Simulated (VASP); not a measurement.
# CuO (Tenorite) (Cc) in VASP: a series of runs

Aim: see how the results for CuO (Tenorite) move with the level of theory and the settings. Levels: PBEsol, LDA. Tasks: single point.

Program: VASP 6.6.1. These are calculated values, not measurements. Logs are shortened: lines on timing, memory, paths and dates and some standing lists are left out, and cuts for length are marked.

### Step 1. The cell of the first run

The structure is monoclinic, space group Cc (No. 9). Conventional cell: a = 4.689 Å, b = 3.427 Å, c = 5.132 Å, α = 90.00°, β = 99.65°, γ = 90.00°. Cu (site symmetry 1) has 4 O at 1.91 to 2.02 Å within 2.5 Å. Within 2.5 Å of O (site symmetry 1) lie 4 Cu at 1.91 to 2.02 Å.

### Step 2. Single point, PBEsol

INCAR

```
PREC     = Accurate       # precision mode
ENCUT    = 520            # plane-wave cutoff, eV
EDIFF    = 1E-6           # SCF threshold, eV
ISMEAR   = -1             # smearing method
SIGMA    = 0.03           # smearing width, eV
LREAL    = F              # projectors in reciprocal space
LASPH    = T              # aspherical terms in the spheres
NELM     = 80             # most SCF steps
ALGO     = Normal         # electronic algorithm
ISIF     = 2              # what is computed and relaxed
LWAVE    = F              # write WAVECAR
LCHARG   = T              # write CHGCAR
GGA      = PS             # functional
LELF     = T              # ELF
LVHAR    = T            
NBANDS   = 25             # bands
```

KPOINTS

```
regular mesh
0
Gamma
  6 6 3
```

POSCAR

```
CuO
1.0
    2.3446500000     -1.7134000000      0.0000000000
    2.3446500000      1.7134000000      0.0000000000
   -0.8605543552      0.0000000000      5.0594363927
Cu O
2 2
Direct
    0.4968000000      0.0032000000      0.5000000000
    0.0032000000      0.4968000000      0.0000000000
    0.4056000000      0.5714000000      0.7537000000
    0.5714000000      0.4056000000      0.2537000000
```

Potentials or basis: VASP PAW PBE potentials, release 64 (Cu, O).

On the command line:

```
$ cat potpaw_PBE.64/Cu/POTCAR potpaw_PBE.64/O/POTCAR > POTCAR
$ mpirun -np 1 vasp_std > vasp.out
```

OUTCAR:

```text
PREC = Accurate
   ENCUT = 520
   EDIFF = 1E-6
   ISMEAR = -1
   LREAL = F
   LASPH = T
   NELM = 80
   ISIF = 2
   GGA = PS

 ion  position               nearest neighbor table
   1  0.497  0.003  0.500-   4 1.91   3 1.93   4 1.98   3 2.02
   2  0.003  0.497  0.000-   3 1.91   4 1.93   3 1.98   4 2.02
   3  0.406  0.571  0.754-   2 1.91   1 1.93   2 1.98   1 2.02
   4  0.571  0.406  0.254-   1 1.91   2 1.93   1 1.98   2 2.02

  LATTYP: Found a base centered monoclinic cell.
 ALAT       =     4.6893000000
 B/A-ratio  =     0.7307700510
 C/A-ratio  =     1.0944277397
 COS(beta)  =    -0.1676807457

  Lattice vectors:

 A1 = (   2.3446500000,  -1.7134000000,   0.0000000000)
 A2 = (   2.3446500000,   1.7134000000,   0.0000000000)
 A3 = (  -0.8605543552,   0.0000000000,   5.0594363927)

Analysis of symmetry for initial positions (statically):
=====================================================================
 Subroutine PRICEL returns:
 Original cell was already a primitive cell.

 Routine SETGRP: Setting up the symmetry group for a
 base centered monoclinic supercell.

 Subroutine GETGRP returns: Found  2 space group operations
 (whereof  1 operations were pure point group operations)
 out of a pool of  4 trial point group operations.

The static configuration has the point symmetry C_1 .
 The point group associated with its full space group is C_1h.

Analysis of symmetry for dynamics (positions and initial velocities):
=====================================================================
 Subroutine PRICEL returns:
 Original cell was already a primitive cell.

 Routine SETGRP: Setting up the symmetry group for a
 base centered monoclinic supercell.

 Subroutine GETGRP returns: Found  2 space group operations
 (whereof  1 operations were pure point group operations)
 out of a pool of  4 trial point group operations.

The dynamic configuration has the point symmetry C_1 .
 The point group associated with its full space group is C_1h.

 Subroutine INISYM returns: Found  2 space group operations
 (whereof  1 operations are pure point group operations),
 and found     1 'primitive' translations

----------------------------------------------------------------------------------------

                                     Primitive cell

  volume of cell :      40.6508

  direct lattice vectors                    reciprocal lattice vectors
     2.344650000 -1.713400000  0.000000000     0.213251445 -0.291817439  0.036271720
     2.344650000  1.713400000  0.000000000     0.213251445  0.291817439  0.036271720
    -0.860554355  0.000000000  5.059436393     0.000000000  0.000000000  0.197650474

  length of vectors
     2.903984019  2.903984019  5.132100000     0.363248171  0.363248171  0.197650474

  position of ions in fractional coordinates (direct lattice)
     0.496800000  0.003200000  0.500000000
     0.003200000  0.496800000  0.000000000
     0.405600000  0.571400000  0.753700000
     0.571400000  0.405600000  0.253700000

  ion indices of the primitive-cell ions
   primitive index   ion index
                 1           1
                 2           2
                 3           3
                 4           4

----------------------------------------------------------------------------------------

 KPOINTS: regular mesh

Automatic generation of k-mesh.
 Grid dimensions read from file:
 generate k-points for:    6    6    3

 Generating k-lattice:

  Cartesian coordinates                     Fractional coordinates (reciprocal lattice)
     0.035541907 -0.048636240  0.006045287     0.166666667  0.000000000 -0.000000000
     0.035541907  0.048636240  0.006045287     0.000000000  0.166666667 -0.000000000
     0.000000000  0.000000000  0.065883491     0.000000000  0.000000000  0.333333333

  Length of vectors
     0.060541362  0.060541362  0.065883491

  Shift w.r.t. Gamma in fractional coordinates (k-lattice)
     0.000000000  0.000000000  0.000000000

 Subroutine IBZKPT returns following result:
 ===========================================

 Found     34 irreducible k-points:

 Following reciprocal coordinates:
            Coordinates               Weight
  0.000000  0.000000  0.000000      1.000000
  0.166667 -0.000000  0.000000      4.000000
  0.333333  0.000000 -0.000000      4.000000
  0.500000 -0.000000 -0.000000      2.000000
  0.166667  0.166667  0.000000      2.000000
  0.333333  0.166667 -0.000000      4.000000
[... 16 lines left out ...]
 -0.333333  0.166667  0.333333      4.000000
 -0.166667  0.166667  0.333333      4.000000
 [... further k-points ...]
   k-points           NKPTS =     34   k-points in BZ     NKDIM =     34   number of bands    NBANDS=     25
   number of dos      NEDOS =    301   number of ions     NIONS =      4
   total plane-waves  NPLWV =  23040
   dimension x,y,z NGX =    24 NGY =   24 NGZ =   40
   dimension x,y,z NGXF=    48 NGYF=   48 NGZF=   80
   ions per type =               2   2
   NGX,Y,Z   is equivalent  to a cutoff of  13.74, 13.74, 12.96 a.u.
   NGXF,Y,Z  is equivalent  to a cutoff of  27.48, 27.48, 25.91 a.u.
 SYSTEM =  unknown system
   PREC   = accura    normal or accurate (medium, high low for compatibility)
   ISTART =      0    job   : 0-new  1-cont  2-samecut
   ICHARG =      2    charge: 1-file 2-atom 10-const
   ISPIN  =      1    spin polarized calculation?
   LNONCOLLINEAR =      F non collinear calculations
   LSORBIT =      F    spin-orbit coupling
   LASPH  =      T    aspherical Exc in radial PAW
   ENCUT  =  520.0 eV  38.22 Ry    6.18 a.u.   5.40  5.40  9.54*2*pi/ulx,y,z
   NELM   =     80;   NELMIN=  2; NELMDL= -5     # of ELM steps
   EDIFF  = 0.1E-05   stopping-criterion for ELM
   LREAL  =      F    real-space projection
   EDIFFG = 0.1E-04   stopping-criterion for IOM
   NSW    =      0    number of steps for IOM
   IBRION =     -1    ionic relax: 0-MD 1-quasi-New 2-CG
   NFREE  =      0    steps in history (QN), initial steepest desc. (CG)
   ISIF   =      2    stress and relaxation
   ISYM   =      2    0-nonsym 1-usesym 2-fastsym
   POTIM  = 0.5000    time-step for ionic-motion
   TEBEG  =    0.0;   TEEND  =   0.0 temperature during run
   PSTRESS=    0.0 pullay stress
   NELECT =      34.0000    total number of electrons
   NUPDOWN=      -1.0000    fix difference up-down
   EMIN   =  10.00;   EMAX   =-10.00  energy-range for DOS
   EFERMI =   0.00;   METHOD = LEGACY
   ISMEAR =    -1;   SIGMA  =   0.03  broadening in eV -4-tet -1-fermi 0-gaus
   EFERMI_NEDOS =   21; number of points for ismear=-14 and -15
   IALGO  =     38    algorithm
   IMIX   =      4    mixing-type and parameters
     AMIX     =   0.40;   BMIX     =  1.00
     AMIX_MAG =   1.60;   BMIX_MAG =  1.00
  volume/ion in A,a.u.               =      10.16        68.58
  Fermi-wavevector in a.u.,A,eV,Ry     =   1.542451  2.914811 32.370388  2.379156
  Thomas-Fermi vector in A             =   2.648254
   LORBIT       =      0    0 simple, 1 ext, 2 COOP (PROOUT), +10 PAW based schemes
   GGA     = PS    functional components
   LHFCALC =     F    Hartree Fock is set to
   AEXX    =    0.0000 exact exchange contribution
   IVDW    =     0    specifies the selected vdW correction
   LEPSILON=     F    determine dielectric tensor
   LRPA    =     F    only Hartree local field effects (RPA)
 non-spin polarized calculation
  energy-cutoff  :      520.00
  volume of cell :       40.65
 maximum number of plane-waves:      1129
 NGX is ok and might be reduce to    24
   NGX = 11   NGY = 11   NGZ = 19

 number of electron      33.9999999 magnetization

 Free energy of the ion-electron system (eV)
  ---------------------------------------------------
  ext. energy  EPLUGINS =         0.00000000
  ---------------------------------------------------
  free energy    TOTEN  =       -21.28050842 eV

  energy without entropy =      -21.27199837  energy(sigma->0) =      -21.27625340

 E-fermi :   5.5343     XC(G=0): -12.1678

 val. band max:        5.4999008460   @ k =   0.1667  -0.0000   0.0000
 cond. band min:       5.5373985689   @ k =   0.5000   0.3333   0.3333
 fundamental gap:      0.0374977229
 Fermi energy:         5.5343287452

 k-point     1 :       0.0000    0.0000    0.0000
  band No.  band energies     occupation
      1     -14.3249      2.00000
      2     -12.9781      2.00000
      3      -2.6710      2.00000
      4      -0.0476      2.00000
      5       0.3194      2.00000
      6       2.1215      2.00000
[... 17 lines left out ...]
     24      21.7230      0.00000
     25      22.1113      0.00000

 k-point     2 :       0.1667   -0.0000    0.0000
  band No.  band energies     occupation
      1     -14.1423      2.00000
      2     -12.9200      2.00000
      3      -2.3781      2.00000
      4      -0.1059      2.00000
      5       0.2476      2.00000
      6       0.6812      2.00000
[... 17 lines left out ...]
     24      20.7363      0.00000
     25      21.9807      0.00000

 k-point     3 :       0.3333    0.0000   -0.0000
  band No.  band energies     occupation
      1     -13.7440      2.00000
      2     -12.8016      2.00000
      3      -1.7753      2.00000
      4      -1.0511      2.00000
      5      -0.2292      2.00000
      6       0.2912      2.00000
[... 17 lines left out ...]
     24      18.9549      0.00000
     25      21.3129      0.00000

 k-point     4 :       0.5000   -0.0000   -0.0000
  band No.  band energies     occupation
      1     -13.5235      2.00000
      2     -12.7424      2.00000
      3      -1.7703      2.00000
      4      -1.4551      2.00000
      5      -0.2388      2.00000
      6       0.2905      2.00000
[... 17 lines left out ...]
     24      18.0572      0.00000
     25      20.9510      0.00000
[... 477 lines left out ...]
 k-point    22 :       0.5000    0.1667    0.3333
  band No.  band energies     occupation
      1     -13.2409      2.00000
      2     -12.9154      2.00000
      3      -1.6019      2.00000
      4      -0.7937      2.00000
      5      -0.3152      2.00000
      6      -0.1406      2.00000
[... 17 lines left out ...]
     24      19.0251      0.00000
     25      20.0294      0.00000

 k-point    23 :      -0.3333    0.1667    0.3333
  band No.  band energies     occupation
      1     -13.3606      2.00000
      2     -12.9572      2.00000
      3      -1.2375      2.00000
      4      -0.7353      2.00000
      5      -0.3837      2.00000
      6      -0.0430      2.00000
[... 17 lines left out ...]
     24      19.1423      0.00000
     25      20.0401      0.00000

 k-point    24 :      -0.1667    0.1667    0.3333
  band No.  band energies     occupation
      1     -13.6744      2.00000
      2     -13.1422      2.00000
      3      -1.3722      2.00000
      4      -0.4904      2.00000
      5       0.0265      2.00000
      6       0.3906      2.00000
[... 17 lines left out ...]
     24      19.3098      0.00000
     25      20.2903      0.00000

 [... further k-points ...]
[... 5 lines left out ...]
  --------------------------------------------------------------------------------------
  -------------------------------------------------------------------------------------
  Total       -0.6410773     -0.0470365     -0.8484500      0.0000000      0.0000000     -0.3052030
  in kB      -25.2669060     -1.8538576    -33.4401268      0.0000000      0.0000000    -12.0290246
  external PRESSURE =     -20.1869635 kB  Pullay stress =       0.0000000 kB

 VOLUME and BASIS-vectors are now :
 -----------------------------------------------------------------------------
  energy-cutoff  :      520.00
  volume of cell :       40.65
      direct lattice vectors                 reciprocal lattice vectors
     2.344650000 -1.713400000  0.000000000     0.213251445 -0.291817439  0.036271720
     2.344650000  1.713400000  0.000000000     0.213251445  0.291817439  0.036271720
    -0.860554355  0.000000000  5.059436393     0.000000000  0.000000000  0.197650474

 POSITION                                       TOTAL-FORCE (eV/Angst)
 -----------------------------------------------------------------------------------
      0.74205     -0.84573      2.52972        -0.582345     -0.342278      0.234269
      1.17233      0.84573      0.00000        -0.582345      0.342278      0.234269
      1.64212      0.28408      3.81330         0.582345     -0.357466     -0.234269
      2.07240     -0.28408      1.28358         0.582345      0.357466     -0.234269
 -----------------------------------------------------------------------------------
    total drift:                               -0.000278      0.000000     -0.000617

  FREE ENERGIE OF THE ION-ELECTRON SYSTEM (eV)
  ---------------------------------------------------
  free  energy   TOTEN  =       -21.2805084245 eV

  energy  without entropy=      -21.2719983741  energy(sigma->0) =      -21.27625340
```

It took 25 s on 1 thread of Intel Xeon Platinum 8488C (Sapphire Rapids), shared host; peak memory 0.17 GiB.

What came out:

```
Free energy            : -21.2805 eV
Pressure               : -2.0 GPa
Largest force          : 0.722 eV/Å
Band gap on the k mesh : zero (band 17 reaches 5.74 eV, above the bottom of band 18 at 5.26 eV)
```

Forces on the atoms (eV/Å):
```
Cu  -0.582 -0.342  0.234
Cu  -0.582  0.342  0.234
O    0.582 -0.357 -0.234
O    0.582  0.357 -0.234
```

Caveat: the k points lie up to 0.41 Å⁻¹ apart; the PAW data sets were made with another functional, which shifts forces and pressure a little; semilocal functionals often make such compounds metallic where correlation or magnetic order opens a gap, which also shifts bond lengths.

(Continued in part 2 of 2.)
